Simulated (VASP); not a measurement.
# Br (Fd-3m) in VASP: a series of runs

The runs below take Br through relaxation of cell and atoms, with PBE.

Program: VASP 6.6.1. These are calculated values, not measurements. Logs are shortened: lines on timing, memory, paths and dates and some standing lists are left out, and cuts for length are marked.

### Step 1. The cell of the first run

The structure is cubic, space group Fd-3m (No. 227). The conventional cell has a = 6.480 Å, b = 6.480 Å, c = 6.480 Å, α = 90.00°, β = 90.00°, γ = 90.00°. Br (site symmetry -43m) has 4 Br at 2.81 Å within 3.7 Å.

### Step 2. Relaxation of cell and atoms, PBE

INCAR

```
SYSTEM = Br
PREC = Accurate ; ENCUT = 600
EDIFF = 1E-7 ; ISMEAR = 1
SIGMA = 0.01 ; LREAL = .False.
LASPH = .True. ; NELM = 60
ALGO = Normal ; ISIF = 3
LWAVE = .False. ; LCHARG = .False.
GGA = PE ; IBRION = 2
NSW = 50 ; EDIFFG = -0.02
```

KPOINTS

```
Automatic mesh
0
Gamma
  6 6 6
  0 0 0
```

POSCAR

```
Br
1.0
    0.0000000000      3.2400000000      3.2400000000
    3.2400000000      0.0000000000      3.2400000000
    3.2400000000      3.2400000000      0.0000000000
Br
2
Direct
    0.0000000000      0.0000000000      0.0000000000
    0.2500000000      0.2500000000      0.2500000000
```

Potentials or basis: VASP PAW PBE potentials, release 64 (Br).

The run is started by

```
$ cat potpaw_PBE.64/Br/POTCAR > POTCAR
$ mpirun -np 1 vasp_std > vasp.out
```

OUTCAR:

```text
SYSTEM = Br
   PREC = Accurate
   ENCUT = 600
   EDIFF = 1E-7
   ISMEAR = 1
   LREAL = .False.
   LASPH = .True.
   NELM = 60
   ISIF = 3
   GGA = PE
   IBRION = 2
   NSW = 50
   EDIFFG = -0.02

 ion  position               nearest neighbor table
   1  0.000  0.000  0.000-
   2  0.250  0.250  0.250-

  LATTYP: Found a face centered cubic cell.
 ALAT       =     6.4800000000

  Lattice vectors:

 A1 = (   0.0000000000,   3.2400000000,   3.2400000000)
 A2 = (   3.2400000000,   0.0000000000,   3.2400000000)
 A3 = (   3.2400000000,   3.2400000000,   0.0000000000)

Analysis of symmetry for initial positions (statically):
=====================================================================
 Subroutine PRICEL returns:
 Original cell was already a primitive cell.

 Routine SETGRP: Setting up the symmetry group for a
 face centered cubic supercell.

 Subroutine GETGRP returns: Found 48 space group operations
 (whereof 24 operations were pure point group operations)
 out of a pool of 48 trial point group operations.

The static configuration has the point symmetry T_d .
 The point group associated with its full space group is O_h .

Analysis of symmetry for dynamics (positions and initial velocities):
=====================================================================
 Subroutine PRICEL returns:
 Original cell was already a primitive cell.

 Routine SETGRP: Setting up the symmetry group for a
 face centered cubic supercell.

 Subroutine GETGRP returns: Found 48 space group operations
 (whereof 24 operations were pure point group operations)
 out of a pool of 48 trial point group operations.

The dynamic configuration has the point symmetry T_d .
 The point group associated with its full space group is O_h .

 Subroutine INISYM returns: Found 48 space group operations
 (whereof 24 operations are pure point group operations),
 and found     1 'primitive' translations

----------------------------------------------------------------------------------------

                                     Primitive cell

  volume of cell :      68.0244

  direct lattice vectors                    reciprocal lattice vectors
     0.000000000  3.240000000  3.240000000    -0.154320988  0.154320988  0.154320988
     3.240000000  0.000000000  3.240000000     0.154320988 -0.154320988  0.154320988
     3.240000000  3.240000000  0.000000000     0.154320988  0.154320988 -0.154320988

  length of vectors
     4.582051942  4.582051942  4.582051942     0.267291791  0.267291791  0.267291791

  position of ions in fractional coordinates (direct lattice)
     0.000000000  0.000000000  0.000000000
[... 61 lines left out ...]
   ISTART =      0    job   : 0-new  1-cont  2-samecut
   ICHARG =      2    charge: 1-file 2-atom 10-const
   ISPIN  =      1    spin polarized calculation?
   LNONCOLLINEAR =      F non collinear calculations
   LSORBIT =      F    spin-orbit coupling
   LASPH  =      T    aspherical Exc in radial PAW
   ENCUT  =  600.0 eV  44.10 Ry    6.64 a.u.   9.15  9.15  9.15*2*pi/ulx,y,z
   NELM   =     60;   NELMIN=  2; NELMDL= -5     # of ELM steps
   EDIFF  = 0.1E-06   stopping-criterion for ELM
   LREAL  =      F    real-space projection
   EDIFFG = -.2E-01   stopping-criterion for IOM
   NSW    =     50    number of steps for IOM
   IBRION =      2    ionic relax: 0-MD 1-quasi-New 2-CG
   NFREE  =      1    steps in history (QN), initial steepest desc. (CG)
   ISIF   =      3    stress and relaxation
   ISYM   =      2    0-nonsym 1-usesym 2-fastsym
   POTIM  = 0.5000    time-step for ionic-motion
   TEBEG  =    0.0;   TEEND  =   0.0 temperature during run
   PSTRESS=    0.0 pullay stress
   NELECT =      14.0000    total number of electrons
   NUPDOWN=      -1.0000    fix difference up-down
   EMIN   =  10.00;   EMAX   =-10.00  energy-range for DOS
   EFERMI =   0.00;   METHOD = LEGACY
   ISMEAR =     1;   SIGMA  =   0.01  broadening in eV -4-tet -1-fermi 0-gaus
   EFERMI_NEDOS =   21; number of points for ismear=-14 and -15
   IALGO  =     38    algorithm
   IMIX   =      4    mixing-type and parameters
     AMIX     =   0.40;   BMIX     =  1.00
     AMIX_MAG =   1.60;   BMIX_MAG =  1.00
  volume/ion in A,a.u.               =      34.01       229.53
  Fermi-wavevector in a.u.,A,eV,Ry     =   0.966561  1.826535 12.711103  0.934240
  Thomas-Fermi vector in A             =   2.096373
   LORBIT       =      0    0 simple, 1 ext, 2 COOP (PROOUT), +10 PAW based schemes
   GGA     = PE    functional components
   LHFCALC =     F    Hartree Fock is set to
   AEXX    =    0.0000 exact exchange contribution
   IVDW    =     0    specifies the selected vdW correction
   LEPSILON=     F    determine dielectric tensor
   LRPA    =     F    only Hartree local field effects (RPA)
 conjugate gradient relaxation of ions
 non-spin polarized calculation
 Methfessel and Paxton  Order N= 1 SIGMA  =   0.01
  energy-cutoff  :      600.00
  volume of cell :       68.02
 maximum number of plane-waves:      2285
 NGX is ok and might be reduce to    40
   NGX = 19   NGY = 19   NGZ = 19

--------------------------------------- Ionic step        1  -------------------------------------------

 number of electron      14.0000001 magnetization

 Free energy of the ion-electron system (eV)
  ---------------------------------------------------
  ext. energy  EPLUGINS =         0.00000000
  ---------------------------------------------------
  free energy    TOTEN  =        -1.72321407 eV

  energy without entropy =       -1.72308385  energy(sigma->0) =       -1.72317067

 E-fermi :   0.7352     XC(G=0):  -7.6975

 val. band max:        0.6897256701   @ k =  -0.3333   0.3333   0.0000
 cond. band min:       0.7379246621   @ k =  -0.3333   0.1667   0.0000
 fundamental gap:      0.0481989920
 Fermi energy:         0.7351540531

 k-point     1 :       0.0000    0.0000    0.0000
  band No.  band energies     occupation
      1     -15.7076      2.00000
      2     -12.4088      2.00000
      3      -3.0284      2.00000
      4      -3.0284      2.00000
      5      -3.0284      2.00000
      6      -0.6628      2.00000
      7      -0.6628      2.00000
      8      -0.6628      2.00000
      9       5.5779      0.00000
     10       9.2317      0.00000
     11       9.2317      0.00000
[... 315 lines left out ...]
--------------------------------------- Ionic step        4  -------------------------------------------

 number of electron      13.9999997 magnetization

 Free energy of the ion-electron system (eV)
  ---------------------------------------------------
  ext. energy  EPLUGINS =         0.00000000
  ---------------------------------------------------
  free energy    TOTEN  =        -2.00225596 eV

  energy without entropy =       -2.00212847  energy(sigma->0) =       -2.00221346

 E-fermi :  -1.2511     XC(G=0):  -6.7911

 val. band max:       -1.2831387410   @ k =  -0.3333   0.3333   0.0000
 cond. band min:      -1.2483872240   @ k =  -0.3333   0.1667   0.0000
 fundamental gap:      0.0347515169
 Fermi energy:        -1.2511366321

 k-point     1 :       0.0000    0.0000    0.0000
  band No.  band energies     occupation
      1     -16.3279      2.00000
      2     -14.3527      2.00000
      3      -3.9772      2.00000
      4      -3.9772      2.00000
      5      -3.9772      2.00000
      6      -2.1570      2.00000
      7      -2.1570      2.00000
      8      -2.1570      2.00000
      9       3.9330      0.00000
     10       7.8179      0.00000
     11       7.8179      0.00000
[... 237 lines left out ...]
  FREE ENERGIE OF THE ION-ELECTRON SYSTEM (eV)
  ---------------------------------------------------
  free  energy   TOTEN  =        -2.0022559597 eV

  energy  without entropy=       -2.0021284727  energy(sigma->0) =       -2.00221346

 reached required accuracy - stopping structural energy minimisation
```

CONTCAR:

```text
Br
   1.00000000000000
    -0.0000000000000000    3.4986342696615425    3.4986342696615425
     3.4986342696615425   -0.0000000000000000    3.4986342696615425
     3.4986342696615425    3.4986342696615425    0.0000000000000000
  Br
     2
Direct
     0.0000000000000000    0.0000000000000000    0.0000000000000000
     0.2500000000000000    0.2500000000000000    0.2500000000000000

  0.00000000E+00  0.00000000E+00  0.00000000E+00
  0.00000000E+00  0.00000000E+00  0.00000000E+00
```

Run time: 50 s. Hardware: 1 thread of AMD EPYC 7R43 (Zen 3), shared host; peak memory 0.21 GiB.

Results:

```yaml
Free_energy: -2.0023 eV
Relaxed_volume: 42.82 Å³/atom
Relaxed_cell: a = 4.948 Å, b = 4.948 Å, c = 4.948 Å, α = 60.00°, β = 60.00°, γ = 60.00°
Space_group_after_relaxing_to_0.05_Å: Fd-3m (No. 227)
Energy_gained_by_relaxing: 139.5 meV/atom
Ionic_steps: 4
Pressure_after_relaxing: 0.0 GPa
Band_gap_on_the_k_mesh: zero (band 7 reaches -0.95 eV, above the bottom of band 8 at -2.16 eV)
```

Step by step:
```csv
step,energy change (eV),largest force (eV/Å),pressure (GPa),volume (Å³)
1,0.0000,0.0000,6.36,68.02
2,-0.2719,0.0000,0.70,82.20
3,-0.2785,0.0000,-0.17,86.56
4,-0.2790,0.0000,-0.01,85.65
```

Final structure:
```xyz
2
Lattice="0.0000 3.4986 3.4986 3.4986 0.0000 3.4986 3.4986 3.4986 0.0000" Properties=species:S:1:pos:R:3 pbc="T T T"
Br    0.0000    0.0000    0.0000
Br    1.7493    1.7493    1.7493
```

Levels at points of the mesh, in eV from the Fermi level:
| k point | band 5 | band 6 | band 7 | band 8 | band 9 | band 10 |
| --- | --- | --- | --- | --- | --- | --- |
| (0.00, 0.00, 0.00) | -2.73 | -0.91 | -0.91 | -0.91 | 5.18 | 9.07 |
| (0.50, 0.00, 0.00) | -3.11 | -0.36 | -0.36 | -0.23 | 7.58 | 7.78 |
| (0.50, 0.50, 0.00) | -1.87 | -1.87 | 0.30 | 0.30 | 7.10 | 7.10 |

Caveat: the volume moved by over 15 % at a fixed basis, so the end points are rough.

### Step 3. Relaxation of cell and atoms, PBE, target pressure 20 GPa, at which the enthalpy is minimised

INCAR

```
ALGO = Normal
EDIFF = 1E-6
EDIFFG = -0.02
ENCUT = 600
GGA = PE
IBRION = 2
ISIF = 3
ISMEAR = 1
LASPH = T
LCHARG = F
LREAL = F
LWAVE = F
NELM = 100
NSW = 50
PREC = Accurate
PSTRESS = 200.0
SIGMA = 0.01
```

KPOINTS

```
k-points
0
Gamma
  6 6 6
```

POSCAR is that of step 2.

Potentials or basis: VASP PAW PBE potentials, release 64 (Br).

The run is started by

```
$ cat potpaw_PBE.64/Br/POTCAR > POTCAR
$ mpirun -np 1 vasp_std > vasp.out
```

Run time: 70 s. Hardware: 1 thread of AMD EPYC 7R43 (Zen 3), shared host; peak memory 0.2 GiB.

It converged, with:

```
Free energy                                            : -0.7237 eV
Relaxed volume                                         : 27.39 Å³/atom
Relaxed cell                                           : a = 4.263 Å, b = 4.263 Å, c = 4.263 Å, α = 60.00°, β = 60.00°, γ = 60.00°
Space group after relaxing (to 0.05 Å)                 : Fd-3m (No. 227)
Energy change on relaxing (the enthalpy is what falls) : +499.8 meV/atom
Ionic steps                                            : 7
Pressure after relaxing                                : 20.0 GPa
Band gap on the k mesh                                 : zero (band 7 reaches 3.83 eV, above the bottom of band 8 at 0.98 eV)
```

Step by step:
```csv
step,energy change (eV),largest force (eV/Å),pressure (GPa),volume (Å³)
1,0.0000,0.0000,6.36,68.02
2,3.3294,0.0000,49.02,43.31
3,0.9236,0.0000,19.04,55.41
4,0.9880,0.0000,19.85,54.87
5,1.0185,0.0000,20.25,54.63
6,0.9806,0.0000,19.75,54.93
7,0.9995,0.0000,20.00,54.78
```

Final structure:
```yaml
crystal:
  lattice:
    - [0.00000, 3.01440, 3.01440]
    - [3.01440, 0.00000, 3.01440]
    - [3.01440, 3.01440, 0.00000]
  atoms:
    - { symbol: Br, position: [0.00000, 0.00000, 0.00000] }
    - { symbol: Br, position: [0.25000, 0.25000, 0.25000] }
```

Levels at points of the mesh, in eV from the Fermi level:
| k point | band 3 | band 4 | band 5 | band 6 | band 7 | band 8 | band 9 | band 10 | band 11 |
| --- | --- | --- | --- | --- | --- | --- | --- | --- | --- |
| (0.00, 0.00, 0.00) | -4.95 | -4.95 | -4.95 | -2.02 | -2.02 | -2.02 | 4.45 | 7.82 | 7.82 |
| (0.50, 0.00, 0.00) | -5.65 | -5.65 | -5.58 | -0.92 | -0.92 | 0.26 | 6.95 | 7.27 | 8.14 |
| (0.50, 0.50, 0.00) | -6.42 | -6.42 | -3.26 | -3.26 | 0.82 | 0.82 | 6.17 | 6.17 | 10.07 |

Caveat: the cell is relaxed towards a set pressure, so the enthalpy falls and the energy may rise; the volume moved by over 15 % at a fixed basis, so the end points are rough.
